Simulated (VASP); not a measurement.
Cu10N, 11 atoms in the cell. The cell holds a slab with vacuum, 11 atoms: a = 3.519 Å, b = 3.519 Å, c = 26.037 Å, α = 90.00°, β = 90.00°, γ = 90.00°. 

```yaml
Program: VASP 6.6.1
Task: single point
Functional: LDA
Potentials_or_basis: VASP PAW LDA potentials, release 64 (Cu, N)
Cutoff: 520 eV
k_mesh: 8 × 8 × 1
Occupations: gaussian, width 0.1 eV
Spin: no spin polarisation
Dipole_correction: yes
Further_INCAR_settings: ALGO = Normal; EDIFF = 1e-06; NBANDS = 68; NELMDL = -8
```

Potentials or basis: VASP PAW LDA potentials, release 64 (Cu, N).

Run with:

```bash
$ cat potpaw_LDA.64/Cu/POTCAR potpaw_LDA.64/N/POTCAR > POTCAR
$ mpirun -np 1 vasp_std > vasp.out
```

Hardware: 1 thread of Intel(R) Xeon(R) 6975P-C (Granite Rapids), on a shared host.

How long does it take, and how much memory?

Run time: 9.9 min on 1 thread of Intel(R) Xeon(R) 6975P-C (Granite Rapids), with other jobs on the host, peak memory 0.42 GiB. Counts: scf iterations 38, k points 15.
